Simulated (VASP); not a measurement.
# SnSe2 (ae) (P-3m1) in VASP: notebook

Runs on SnSe2 (ae). Level: PBE+D3(BJ). Tasks: single point, relaxation of cell and atoms.

Everything below comes from runs of VASP 6.6.1. Logs are shortened: lines on timing, memory, paths and dates and some standing lists are left out, and cuts for length are marked.

**1. The cell of the first run**

The structure is trigonal, space group P-3m1 (No. 164). The conventional cell has a = 3.840 Å, b = 3.840 Å, c = 6.009 Å, α = 90.00°, β = 90.00°, γ = 120.00°. Within 3.6 Å of Sn (site symmetry -3m) lie 6 Se at 2.73 Å. Se (site symmetry 3m) has 3 Sn at 2.73 Å and 3 Se at 3.59 Å within 3.6 Å.

**2. Single point, PBE+D3(BJ)**

Input file INCAR:

```
SYSTEM = SnSe2
  PREC = Accurate
  ENCUT = 520
  EDIFF = 1E-6
  ISMEAR = 0
  SIGMA = 0.02
  LREAL = .False.
  LASPH = .True.
  NELM = 100
  ALGO = Normal
  ISIF = 2
  LWAVE = .False.
  LCHARG = .False.
  GGA = PE
  IVDW = 12
  NBANDS = 20
```

Input file KPOINTS:

```
Automatic mesh
0
Gamma
  12 12 6
  0 0 0
```

Input file POSCAR:

```
SnSe2
1.0
    3.8395216457      0.0000000000      0.0000000000
   -1.9197608229      3.3251232836      0.0000000000
    0.0000000000      0.0000000000      6.0092746452
Sn Se
1 2
Direct
    0.0000000000      0.0000000000      0.0000000000
    0.3333333333      0.6666666667      0.2651834319
    0.6666666667      0.3333333333      0.7348165681
```

Potentials or basis: VASP PAW PBE potentials, release 64 (Sn_d, Se).

On the command line:

```sh
$ cat potpaw_PBE.64/Sn_d/POTCAR potpaw_PBE.64/Se/POTCAR > POTCAR
$ mpirun -np 1 vasp_std > vasp.out
```

OUTCAR:

```text
SYSTEM = SnSe2
   PREC = Accurate
   ENCUT = 520
   EDIFF = 1E-6
   ISMEAR = 0
   LREAL = .False.
   LASPH = .True.
   NELM = 100
   ISIF = 2
   GGA = PE
   IVDW = 12
 IVDW          = 12

 ion  position               nearest neighbor table
   1  0.000  0.000  0.000-   2 2.73   3 2.73   3 2.73   2 2.73   3 2.73   2 2.73
   2  0.333  0.667  0.265-   1 2.73   1 2.73   1 2.73
   3  0.667  0.333  0.735-   1 2.73   1 2.73   1 2.73

  LATTYP: Found a hexagonal cell.
 ALAT       =     3.8395216457
 C/A-ratio  =     1.5651102402

  Lattice vectors:

 A1 = (   3.8395216457,   0.0000000000,   0.0000000000)
 A2 = (  -1.9197608229,   3.3251232836,   0.0000000000)
 A3 = (   0.0000000000,   0.0000000000,   6.0092746452)

Analysis of symmetry for initial positions (statically):
=====================================================================
 Subroutine PRICEL returns:
 Original cell was already a primitive cell.

 Routine SETGRP: Setting up the symmetry group for a
 hexagonal supercell.

 Subroutine GETGRP returns: Found 12 space group operations
 (whereof 12 operations were pure point group operations)
 out of a pool of 24 trial point group operations.

The static configuration has the point symmetry D_3d.

Analysis of symmetry for dynamics (positions and initial velocities):
=====================================================================
 Subroutine PRICEL returns:
 Original cell was already a primitive cell.

 Routine SETGRP: Setting up the symmetry group for a
 hexagonal supercell.

 Subroutine GETGRP returns: Found 12 space group operations
 (whereof 12 operations were pure point group operations)
 out of a pool of 24 trial point group operations.

The dynamic configuration has the point symmetry D_3d.

 Subroutine INISYM returns: Found 12 space group operations
 (whereof 12 operations are pure point group operations),
 and found     1 'primitive' translations

----------------------------------------------------------------------------------------

                                     Primitive cell

  volume of cell :      76.7197

  direct lattice vectors                    reciprocal lattice vectors
     3.839521646  0.000000000  0.000000000     0.260449111  0.150370364  0.000000000
    -1.919760823  3.325123284  0.000000000     0.000000000  0.300740729  0.000000000
     0.000000000  0.000000000  6.009274645     0.000000000  0.000000000  0.166409435

  length of vectors
     3.839521646  3.839521646  6.009274645     0.300740729  0.300740729  0.166409435

[... 82 lines left out ...]
   EDIFF  = 0.1E-05   stopping-criterion for ELM
   LREAL  =      F    real-space projection
   EDIFFG = 0.1E-04   stopping-criterion for IOM
   NSW    =      0    number of steps for IOM
   IBRION =     -1    ionic relax: 0-MD 1-quasi-New 2-CG
   NFREE  =      0    steps in history (QN), initial steepest desc. (CG)
   ISIF   =      2    stress and relaxation
   ISYM   =      2    0-nonsym 1-usesym 2-fastsym
   POTIM  = 0.5000    time-step for ionic-motion
   TEBEG  =    0.0;   TEEND  =   0.0 temperature during run
   PSTRESS=    0.0 pullay stress
   NELECT =      26.0000    total number of electrons
   NUPDOWN=      -1.0000    fix difference up-down
   EMIN   =  10.00;   EMAX   =-10.00  energy-range for DOS
   EFERMI =   0.00;   METHOD = LEGACY
   ISMEAR =     0;   SIGMA  =   0.02  broadening in eV -4-tet -1-fermi 0-gaus
   EFERMI_NEDOS =   21; number of points for ismear=-14 and -15
   IALGO  =     38    algorithm
   IMIX   =      4    mixing-type and parameters
     AMIX     =   0.40;   BMIX     =  1.00
     AMIX_MAG =   1.60;   BMIX_MAG =  1.00
  volume/ion in A,a.u.               =      25.57       172.58
  Fermi-wavevector in a.u.,A,eV,Ry     =   1.141380  2.156896 17.724971  1.302749
  Thomas-Fermi vector in A             =   2.278080
   LORBIT       =      0    0 simple, 1 ext, 2 COOP (PROOUT), +10 PAW based schemes
   GGA     = PE    functional components
   LHFCALC =     F    Hartree Fock is set to
   AEXX    =    0.0000 exact exchange contribution
   IVDW    =    12    specifies the selected vdW correction
   LEPSILON=     F    determine dielectric tensor
   LRPA    =     F    only Hartree local field effects (RPA)
 non-spin polarized calculation
 Gauss-broadening in eV      SIGMA  =   0.02
  energy-cutoff  :      520.00
  volume of cell :       76.72
 maximum number of plane-waves:      2098
 NGX is ok and might be reduce to    30
   NGX = 15   NGY = 15   NGZ = 23

 number of electron      26.0000002 magnetization

 Free energy of the ion-electron system (eV)
  ---------------------------------------------------
  ext. energy  EPLUGINS =         0.00000000
  ---------------------------------------------------
  free energy    TOTEN  =       -11.80646769 eV

  energy without entropy =      -11.80646769  energy(sigma->0) =      -11.80646769

 E-fermi :   4.6063     XC(G=0):  -9.5643

 val. band max:        4.4487490414   @ k =   0.0833   0.0833   0.0000
 cond. band min:       4.7922303629   @ k =   0.0000   0.4167   0.3333
 fundamental gap:      0.3434813215
 Fermi energy:         4.6063318350

 k-point     1 :       0.0000    0.0000    0.0000
  band No.  band energies     occupation
      1     -16.9734      2.00000
      2     -16.9734      2.00000
      3     -16.9393      2.00000
      4     -16.9281      2.00000
      5     -16.9281      2.00000
      6      -9.5134      2.00000
[... 541 lines left out ...]
     19      12.1547      0.00000
     20      13.1158      0.00000

 [... further k-points ...]

------------------------ aborting loop because EDIFF is reached ----------------------------------------

 Edisp (eV)   -1.09194

 E8    (eV) :    -0.4780

  FORCE on cell =-STRESS in cart. coord.  units (eV):
  Direction    XX          YY          ZZ          XY          YZ          ZX
  --------------------------------------------------------------------------------------
  -------------------------------------------------------------------------------------
  Total       0.03612     0.03612     0.04323    -0.00000    -0.00000     0.00000
  in kB       0.75438     0.75438     0.90289    -0.00000    -0.00000     0.00000
  external pressure =        0.80 kB  Pullay stress =        0.00 kB

 VOLUME and BASIS-vectors are now :
 -----------------------------------------------------------------------------
  energy-cutoff  :      520.00
  volume of cell :       76.72
      direct lattice vectors                 reciprocal lattice vectors
     3.839521646  0.000000000  0.000000000     0.260449111  0.150370364  0.000000000
    -1.919760823  3.325123284  0.000000000     0.000000000  0.300740729  0.000000000
     0.000000000  0.000000000  6.009274645     0.000000000  0.000000000  0.166409435

 POSITION                                       TOTAL-FORCE (eV/Angst)
 -----------------------------------------------------------------------------------
      0.00000      0.00000      0.00000         0.000000      0.000000      0.000000
     -0.00000      2.21675      1.59356         0.000000     -0.000000      0.015352
      1.91976      1.10837      4.41571        -0.000000      0.000000     -0.015352
 -----------------------------------------------------------------------------------
    total drift:                                0.000000     -0.000000      0.000000

  FREE ENERGIE OF THE ION-ELECTRON SYSTEM (eV)
  ---------------------------------------------------
  free  energy   TOTEN  =       -12.8984056929 eV

  energy  without entropy=      -12.8984056929  energy(sigma->0) =      -12.89840569
```

OSZICAR:

```text
N       E                     dE             d eps       ncg     rms          rms(c)
DAV:   1     0.204831739173E+03    0.20483E+03   -0.12160E+04  4088   0.147E+03
DAV:   2     0.112019506863E+02   -0.19363E+03   -0.18643E+03  4208   0.383E+02
DAV:   3    -0.112906913778E+02   -0.22493E+02   -0.21997E+02  4964   0.113E+02
DAV:   4    -0.120372196288E+02   -0.74653E+00   -0.74547E+00  4668   0.217E+01
DAV:   5    -0.120556843825E+02   -0.18465E-01   -0.18464E-01  5556   0.358E+00    0.491E+00
DAV:   6    -0.118199597523E+02    0.23572E+00   -0.51416E-01  6036   0.721E+00    0.316E+00
DAV:   7    -0.118056836150E+02    0.14276E-01   -0.14146E-01  4636   0.228E+00    0.104E+00
DAV:   8    -0.118059426048E+02   -0.25899E-03   -0.10990E-02  4884   0.947E-01    0.271E-01
DAV:   9    -0.118064309106E+02   -0.48831E-03   -0.15029E-03  4564   0.286E-01    0.823E-02
DAV:  10    -0.118064393088E+02   -0.83982E-05   -0.12222E-04  5116   0.742E-02    0.322E-02
DAV:  11    -0.118064676922E+02   -0.28383E-04   -0.43584E-05  4404   0.366E-02    0.894E-03
DAV:  12    -0.118064676899E+02    0.22633E-08   -0.22771E-06  4392   0.111E-02
   1 F= -.12898406E+02 E0= -.12898406E+02  d E =-.856496E-31
```

It took 2.5 min on 1 thread of Intel Xeon Platinum 8259CL at 2.50GHz (Skylake/Cascade Lake), shared host; peak memory 0.3 GiB.

What came out:

| Item | Value |
| --- | --- |
| Free energy | -12.8984 eV |
| Pressure | 0.1 GPa |
| Largest force | 0.015 eV/Å |
| Band gap on the k mesh | 0.34 eV, indirect (least direct gap 0.81 eV) |
| Dispersion energy per atom | -0.364 eV |

Forces on the atoms (eV/Å):
```
Sn   0.000  0.000  0.000
Se   0.000  0.000  0.015
Se   0.000  0.000 -0.015
```

Caveat: spin-orbit coupling is left out, which moves the levels of the heavy elements. A k mesh can miss the band edges.

**3. Relaxation of cell and atoms, PBE+D3(BJ)**

This run uses another cell than the first one, of 25.88 Å³/atom, 1.012 times its volume.

Input file INCAR:

```
PREC = Accurate ; ENCUT = 600
EDIFF = 1E-7 ; ISMEAR = 0
SIGMA = 0.02 ; LREAL = False
LASPH = True ; NELM = 100
ALGO = Normal ; ISIF = 3
LWAVE = False ; LCHARG = False
GGA = PE ; IVDW = 12
IBRION = 2 ; NSW = 50
EDIFFG = -0.003
```

Input file KPOINTS:

```
regular mesh
0
Gamma
  12 12 6
```

Input file POSCAR:

```
SnSe2
1.0
    3.8550144008      0.0000000000      0.0000000000
   -1.9275072004      3.3385404031      0.0000000000
    0.0000000000      0.0000000000      6.0334560014
Sn Se
1 2
Direct
    0.0000000000      0.0000000000      0.0000000000
    0.3333333333      0.6666666667      0.2652040069
    0.6666666667      0.3333333333      0.7347959931
```

Potentials or basis: VASP PAW PBE potentials, release 64 (Sn_d, Se).

On the command line:

```sh
$ cat potpaw_PBE.64/Sn_d/POTCAR potpaw_PBE.64/Se/POTCAR > POTCAR
$ mpirun -np 1 vasp_std > vasp.out
```

It took 14 min on 1 thread of Intel Xeon Platinum 8259CL at 2.50GHz (Skylake/Cascade Lake), shared host; peak memory 0.35 GiB.

The run converged. Its results:

| Quantity | Value |
| --- | --- |
| Free energy | -12.8985 eV |
| Relaxed volume | 25.59 Å³/atom |
| Relaxed cell | a = 3.841 Å, b = 3.841 Å, c = 6.009 Å, α = 90.00°, β = 90.00°, γ = 120.00° |
| Space group after relaxing (to 0.05 Å) | P-3m1 (No. 164) |
| Energy gained by relaxing | 0.6 meV/atom |
| Ionic steps | 11 |
| Pressure after relaxing | 0.0 GPa |
| Band gap on the k mesh | 0.34 eV, indirect (least direct gap 0.81 eV) |
| Dispersion energy per atom | -0.364 eV |

Step by step:
| step | energy change (eV) | largest force (eV/Å) | pressure (GPa) | volume (Å³) |
| --- | --- | --- | --- | --- |
| 1 | 0.0000 | 0.0779 | -0.70 | 77.65 |
| 2 | -0.0008 | 0.0857 | 0.51 | 76.38 |
| 3 | -0.0018 | 0.0158 | -0.01 | 76.91 |
| 4 | -0.0018 | 0.0139 | -0.02 | 76.93 |
| 5 | -0.0018 | 0.0077 | -0.02 | 76.89 |
| 6 | -0.0019 | 0.0018 | -0.01 | 76.86 |
| 7 | -0.0019 | 0.0044 | 0.01 | 76.83 |
| 8 | -0.0019 | 0.0051 | 0.02 | 76.82 |
| 9 | -0.0019 | 0.0048 | 0.02 | 76.82 |
| 10 | -0.0019 | 0.0037 | 0.02 | 76.80 |
| 11 | -0.0019 | 0.0015 | 0.01 | 76.78 |

Final structure:
```
Sn Se
1.0
     3.84108    0.00000    0.00000
    -1.92054    3.32648    0.00000
     0.00000    0.00000    6.00877
Sn Se
1 2
Direct
  0.00000 0.00000 0.00000
  0.33333 0.66667 0.26538
  0.66667 0.33333 0.73462
```

Levels at points of the mesh, in eV from the valence-band top:
```tsv
k point	band 11	band 12	band 13	band 14	band 15	band 16
(0.00, 0.00, 0.00)	-0.58	-0.58	-0.14	0.67	2.89	4.45
(0.50, 0.00, 0.00)	-2.69	-1.70	-0.40	1.08	3.47	4.86
(0.00, 0.00, 0.50)	-0.91	-0.32	-0.32	2.36	2.74	4.07
(0.50, 0.00, 0.50)	-2.08	-1.13	-1.02	0.58	3.87	4.50
```

Caveat: spin-orbit coupling is left out, which moves the levels of the heavy elements. A k mesh can miss the band edges.
